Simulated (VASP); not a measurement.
# Pd (P6/mmm) in VASP: further runs

Pd is run at these levels: PBEsol; tasks: single point.

Everything below comes from runs of VASP 6.6.1. Logs are shortened: lines on timing, memory, paths and dates and some standing lists are left out, and cuts for length are marked.

### Step 1. The cell of the first run

The structure is hexagonal, space group P6/mmm (No. 191). Conventional cell: a = 4.596 Å, b = 4.596 Å, c = 2.735 Å, α = 90.00°, β = 90.00°, γ = 120.00°. Pd (site symmetry 6/mmm) has 14 Pd at 2.74 to 2.99 Å within 3.6 Å. Within 3.5 Å of Pd (site symmetry -6m2) lie 11 Pd at 2.65 to 2.99 Å.

This isn't the form of Pd at room conditions, which is fcc.

### Step 2. Single point, PBEsol (16.68 Å³/atom)

INCAR

```
SYSTEM = Pd
PREC = Accurate
ENCUT = 520
EDIFF = 1E-6
ISMEAR = -1
SIGMA = 0.1
LREAL = .FALSE.
LASPH = .TRUE.
NELM = 100
ALGO = Normal
ISIF = 2
LWAVE = .FALSE.
LCHARG = .TRUE.
GGA = PS
LELF = .TRUE.
LVHAR = .TRUE.
NBANDS = 22
```

KPOINTS

```
regular mesh
0
G
  9 9 13
  0 0 0
```

POSCAR

```
Pd
1.0
    4.5960482717      0.0000000000      0.0000000000
   -2.2980241359      3.9802945603      0.0000000000
    0.0000000000      0.0000000000      2.7351318780
Pd
3
Direct
    0.0000000000      0.0000000000      0.0000000000
    0.3333333333      0.6666666667      0.5000000000
    0.6666666667      0.3333333333      0.5000000000
```

Potentials or basis: VASP PAW PBE potentials, release 64 (Pd).

The run is started by

```
$ cat potpaw_PBE.64/Pd/POTCAR > POTCAR
$ mpirun -np 1 vasp_std > vasp.out
```

OUTCAR:

```text
SYSTEM = Pd
   PREC = Accurate
   ENCUT = 520
   EDIFF = 1E-6
   ISMEAR = -1
   LREAL = .FALSE.
   LASPH = .TRUE.
   NELM = 100
   ISIF = 2
   GGA = PS

 ion  position               nearest neighbor table
   1  0.000  0.000  0.000-   2 2.99   3 2.99   2 2.99   3 2.99   3 2.99   3 2.99   2 2.99   2 2.99
                             3 2.99   3 2.99   2 2.99   2 2.99
   2  0.333  0.667  0.500-   3 2.65   3 2.65   3 2.65   1 2.99   1 2.99   1 2.99   1 2.99   1 2.99
                             1 2.99
   3  0.667  0.333  0.500-   2 2.65   2 2.65   2 2.65   1 2.99   1 2.99   1 2.99   1 2.99   1 2.99
                             1 2.99

  LATTYP: Found a hexagonal cell.
 ALAT       =     4.5960482717
 C/A-ratio  =     0.5951051243

  Lattice vectors:

 A1 = (   4.5960482717,   0.0000000000,   0.0000000000)
 A2 = (  -2.2980241359,   3.9802945603,   0.0000000000)
 A3 = (   0.0000000000,   0.0000000000,   2.7351318780)

Analysis of symmetry for initial positions (statically):
=====================================================================
 Subroutine PRICEL returns:
 Original cell was already a primitive cell.

 Routine SETGRP: Setting up the symmetry group for a
 hexagonal supercell.

 Subroutine GETGRP returns: Found 24 space group operations
 (whereof 24 operations were pure point group operations)
 out of a pool of 24 trial point group operations.

The static configuration has the point symmetry D_6h.

Analysis of symmetry for dynamics (positions and initial velocities):
=====================================================================
 Subroutine PRICEL returns:
 Original cell was already a primitive cell.

 Routine SETGRP: Setting up the symmetry group for a
 hexagonal supercell.

 Subroutine GETGRP returns: Found 24 space group operations
 (whereof 24 operations were pure point group operations)
 out of a pool of 24 trial point group operations.

The dynamic configuration has the point symmetry D_6h.

 Subroutine INISYM returns: Found 24 space group operations
 (whereof 24 operations are pure point group operations),
 and found     1 'primitive' translations

----------------------------------------------------------------------------------------

                                     Primitive cell

  volume of cell :      50.0355

  direct lattice vectors                    reciprocal lattice vectors
     4.596048272  0.000000000  0.000000000     0.217578220  0.125618844  0.000000000
    -2.298024136  3.980294560  0.000000000     0.000000000  0.251237687  0.000000000
     0.000000000  0.000000000  2.735131878     0.000000000  0.000000000  0.365613084

  length of vectors
     4.596048272  4.596048272  2.735131878     0.251237687  0.251237687  0.365613084

  position of ions in fractional coordinates (direct lattice)
     0.000000000  0.000000000  0.000000000
     0.333333333  0.666666667  0.500000000
     0.666666667  0.333333333  0.500000000

  ion indices of the primitive-cell ions
   primitive index   ion index
                 1           1
                 2           2
                 3           3

----------------------------------------------------------------------------------------

 KPOINTS: regular mesh

Automatic generation of k-mesh.
 Grid dimensions read from file:
 generate k-points for:    9    9   13

 Generating k-lattice:

  Cartesian coordinates                     Fractional coordinates (reciprocal lattice)
     0.024175358  0.013957649  0.000000000     0.111111111 -0.000000000  0.000000000
     0.000000000  0.027915299  0.000000000     0.000000000  0.111111111  0.000000000
     0.000000000  0.000000000  0.028124083     0.000000000  0.000000000  0.076923077

  Length of vectors
     0.027915299  0.027915299  0.028124083

  Shift w.r.t. Gamma in fractional coordinates (k-lattice)
     0.000000000  0.000000000  0.000000000

 Subroutine IBZKPT returns following result:
 ===========================================

 Found     84 irreducible k-points:

 Following reciprocal coordinates:
            Coordinates               Weight
  0.000000  0.000000  0.000000      1.000000
  0.111111  0.000000  0.000000      6.000000
  0.222222  0.000000  0.000000      6.000000
  0.333333  0.000000  0.000000      6.000000
  0.444444  0.000000  0.000000      6.000000
  0.111111  0.111111  0.000000      6.000000
[... 16 lines left out ...]
  0.333333  0.222222  0.076923     24.000000
  0.333333  0.333333  0.076923      4.000000
 [... further k-points ...]
   k-points           NKPTS =     84   k-points in BZ     NKDIM =     84   number of bands    NBANDS=     22
   number of dos      NEDOS =    301   number of ions     NIONS =      3
   total plane-waves  NPLWV =  25920
   dimension x,y,z NGX =    36 NGY =   36 NGZ =   20
   dimension x,y,z NGXF=    72 NGYF=   72 NGZF=   40
   ions per type =               3
   NGX,Y,Z   is equivalent  to a cutoff of  13.02, 13.02, 12.16 a.u.
   NGXF,Y,Z  is equivalent  to a cutoff of  26.04, 26.04, 24.31 a.u.
 SYSTEM =  Pd
   PREC   = accura    normal or accurate (medium, high low for compatibility)
   ISTART =      0    job   : 0-new  1-cont  2-samecut
   ICHARG =      2    charge: 1-file 2-atom 10-const
   ISPIN  =      1    spin polarized calculation?
   LNONCOLLINEAR =      F non collinear calculations
   LSORBIT =      F    spin-orbit coupling
   LASPH  =      T    aspherical Exc in radial PAW
   ENCUT  =  520.0 eV  38.22 Ry    6.18 a.u.   8.55  8.55  5.09*2*pi/ulx,y,z
   NELM   =    100;   NELMIN=  2; NELMDL= -5     # of ELM steps
   EDIFF  = 0.1E-05   stopping-criterion for ELM
   LREAL  =      F    real-space projection
[... 7 lines left out ...]
   TEBEG  =    0.0;   TEEND  =   0.0 temperature during run
   PSTRESS=    0.0 pullay stress
   NELECT =      30.0000    total number of electrons
   NUPDOWN=      -1.0000    fix difference up-down
   EMIN   =  10.00;   EMAX   =-10.00  energy-range for DOS
   EFERMI =   0.00;   METHOD = LEGACY
   ISMEAR =    -1;   SIGMA  =   0.10  broadening in eV -4-tet -1-fermi 0-gaus
   EFERMI_NEDOS =   21; number of points for ismear=-14 and -15
   IALGO  =     38    algorithm
   IMIX   =      4    mixing-type and parameters
     AMIX     =   0.40;   BMIX     =  1.00
     AMIX_MAG =   1.60;   BMIX_MAG =  1.00
  volume/ion in A,a.u.               =      16.68       112.55
  Fermi-wavevector in a.u.,A,eV,Ry     =   1.380456  2.608684 25.928061  1.905659
  Thomas-Fermi vector in A             =   2.505331
   LORBIT       =      0    0 simple, 1 ext, 2 COOP (PROOUT), +10 PAW based schemes
   GGA     = PS    functional components
   LHFCALC =     F    Hartree Fock is set to
   AEXX    =    0.0000 exact exchange contribution
   IVDW    =     0    specifies the selected vdW correction
   LEPSILON=     F    determine dielectric tensor
   LRPA    =     F    only Hartree local field effects (RPA)
 non-spin polarized calculation
  energy-cutoff  :      520.00
  volume of cell :       50.04
 maximum number of plane-waves:      1372
 NGX is ok and might be reduce to    36
   NGX = 17   NGY = 17   NGZ = 11

 number of electron      30.0000015 magnetization

 Free energy of the ion-electron system (eV)
  ---------------------------------------------------
  ext. energy  EPLUGINS =         0.00000000
  ---------------------------------------------------
  free energy    TOTEN  =       -17.29856412 eV

  energy without entropy =      -17.10003910  energy(sigma->0) =      -17.19930161

 E-fermi :   7.7228     XC(G=0): -12.6178

 val. band max:        7.7189986274   @ k =   0.0000   0.0000   0.3846
 cond. band min:       7.7237387528   @ k =   0.3333   0.2222   0.3846
 fundamental gap:      0.0047401253
 Fermi energy:         7.7228465556

 k-point     1 :       0.0000    0.0000    0.0000
  band No.  band energies     occupation
      1       1.3678      2.00000
      2       3.3309      2.00000
      3       4.6121      2.00000
      4       4.9641      2.00000
      5       4.9641      2.00000
      6       4.9644      2.00000
[... 14 lines left out ...]
     21      15.0911      0.00000
     22      15.3982      0.00000

 k-point     2 :       0.1111    0.0000    0.0000
  band No.  band energies     occupation
      1       1.5079      2.00000
      2       3.3710      2.00000
      3       4.4387      2.00000
      4       4.5950      2.00000
      5       4.6720      2.00000
      6       4.9382      2.00000
[... 14 lines left out ...]
     21      16.2430      0.00000
     22      17.0056      0.00000

 k-point     3 :       0.2222    0.0000    0.0000
  band No.  band energies     occupation
      1       1.9107      2.00000
      2       3.4628      2.00000
      3       3.9793      2.00000
      4       4.4139      2.00000
      5       4.4955      2.00000
      6       4.8502      2.00000
[... 14 lines left out ...]
     21      17.9071      0.00000
     22      19.1962      0.00000

 k-point     4 :       0.3333    0.0000    0.0000
  band No.  band energies     occupation
      1       2.5122      2.00000
      2       3.3992      2.00000
      3       3.8159      2.00000
      4       4.2198      2.00000
      5       4.4376      2.00000
      6       4.6870      2.00000
[... 14 lines left out ...]
     21      19.6013      0.00000
     22      21.2033      0.00000

 k-point     5 :       0.4444    0.0000    0.0000
  band No.  band energies     occupation
      1       3.0928      2.00000
      2       3.3138      2.00000
      3       3.7387      2.00000
      4       4.1800      2.00000
      5       4.4420      2.00000
      6       4.4450      2.00000
[... 417 lines left out ...]
 k-point    22 :       0.2222    0.2222    0.0769
  band No.  band energies     occupation
      1       2.8827      2.00000
      2       3.4822      2.00000
      3       3.8016      2.00000
      4       4.0643      2.00000
      5       4.5036      2.00000
      6       4.8762      2.00000
[... 14 lines left out ...]
     21      21.9218      0.00000
     22      21.9935      0.00000

 k-point    23 :       0.3333    0.2222    0.0769
  band No.  band energies     occupation
      1       3.1314      2.00000
      2       3.5110      2.00000
      3       3.6722      2.00000
      4       4.2612      2.00000
      5       4.4133      2.00000
      6       4.7666      2.00000
[... 14 lines left out ...]
     21      20.8087      0.00000
     22      23.3572      0.00000

 k-point    24 :       0.3333    0.3333    0.0769
  band No.  band energies     occupation
      1       3.1026      2.00000
      2       3.6060      2.00000
      3       3.6060      2.00000
      4       4.3614      2.00000
      5       4.3614      2.00000
      6       4.7411      2.00000
[... 14 lines left out ...]
     21      18.7968      0.00000
     22      24.0119      0.00000

 [... further k-points ...]

------------------------ aborting loop because EDIFF is reached ----------------------------------------

  FORCE on cell =-STRESS in cart. coord.  units (eV):
  Direction    XX          YY          ZZ          XY          YZ          ZX
  --------------------------------------------------------------------------------------
  -------------------------------------------------------------------------------------
  Total       -5.0593572     -5.0593572     -4.9693612      0.0000000     -0.0000000     -0.0000000
  in kB     -162.0047919   -162.0047919   -159.1230463      0.0000000     -0.0000000     -0.0000000
  external PRESSURE =    -161.0442101 kB  Pullay stress =       0.0000000 kB

 VOLUME and BASIS-vectors are now :
 -----------------------------------------------------------------------------
  energy-cutoff  :      520.00
  volume of cell :       50.04
      direct lattice vectors                 reciprocal lattice vectors
     4.596048272  0.000000000  0.000000000     0.217578220  0.125618844  0.000000000
    -2.298024136  3.980294560  0.000000000     0.000000000  0.251237687  0.000000000
     0.000000000  0.000000000  2.735131878     0.000000000  0.000000000  0.365613084

 POSITION                                       TOTAL-FORCE (eV/Angst)
 -----------------------------------------------------------------------------------
      0.00000      0.00000      0.00000         0.000000      0.000000     -0.000000
     -0.00000      2.65353      1.36757        -0.000000      0.000000      0.000000
      2.29802      1.32676      1.36757         0.000000      0.000000     -0.000000
 -----------------------------------------------------------------------------------
    total drift:                                0.000000      0.000000     -0.000000

  FREE ENERGIE OF THE ION-ELECTRON SYSTEM (eV)
  ---------------------------------------------------
  free  energy   TOTEN  =       -17.2985641227 eV

  energy  without entropy=      -17.1000390998  energy(sigma->0) =      -17.19930161
```

It took 28 s on 1 thread of Intel Xeon 6975P-C (Granite Rapids), shared host; peak memory 0.21 GiB.

What came out:

```yaml
Free_energy: -17.2986 eV
Pressure: -16.1 GPa
Band_gap_on_the_k_mesh: zero (bands 15 and 16 overlap by 0.73 eV)
```

Caveat: the cell stands under tension; the PAW data sets were made with another functional, which shifts forces and pressure a little.

### Step 3. Single point, PBEsol

This run uses another cell than the first one, of 14.89 Å³/atom.

INCAR

```
SYSTEM = Pd
ALGO = Normal ; EDIFF = 1E-6
ENCUT = 520 ; GGA = PS
ISIF = 2 ; ISMEAR = -1
LASPH = .True. ; LCHARG = .True.
LELF = .True. ; LREAL = .False.
LVHAR = .True. ; LWAVE = .False.
NBANDS = 22 ; NELM = 100
PREC = Accurate ; SIGMA = 0.1
```

KPOINTS

```
k-points
0
Gamma
  11 11 16
  0 0 0
```

POSCAR

```
Pd
1.0
    4.4256653754      0.0000000000      0.0000000000
   -2.2128326877      3.8327386437      0.0000000000
    0.0000000000      0.0000000000      2.6337361433
Pd
3
Direct
    0.0000000000      0.0000000000      0.0000000000
    0.3333333333      0.6666666667      0.5000000000
    0.6666666667      0.3333333333      0.5000000000
```

Potentials or basis: VASP PAW PBE potentials, release 64 (Pd).

The run is started by

```
$ cat potpaw_PBE.64/Pd/POTCAR > POTCAR
$ mpirun -np 1 vasp_std > vasp.out
```

It took 47 s on 1 thread of Intel Xeon 6975P-C (Granite Rapids), shared host; peak memory 0.24 GiB.

The run converged. Its results:

```yaml
Free_energy: -17.6060 eV
Pressure: -0.3 GPa
Band_gap_on_the_k_mesh: zero (bands 15 and 16 overlap by 0.99 eV)
```

Stress tensor (GPa, compression positive):
```
-0.44  0.00  0.00
 0.00 -0.44  0.00
 0.00  0.00  0.00
```

Levels at points of the mesh, in eV from the Fermi level:
```csv
k point,band 13,band 14,band 15,band 16,band 17,band 18
"(0.00, 0.00, 0.00)",-1.48,-1.48,0.14,0.14,7.46,7.46
"(0.00, 0.00, 0.50)",-0.21,-0.21,0.75,2.39,3.21,9.37
```

Caveat: the PAW data sets were made with another functional, which shifts forces and pressure a little.
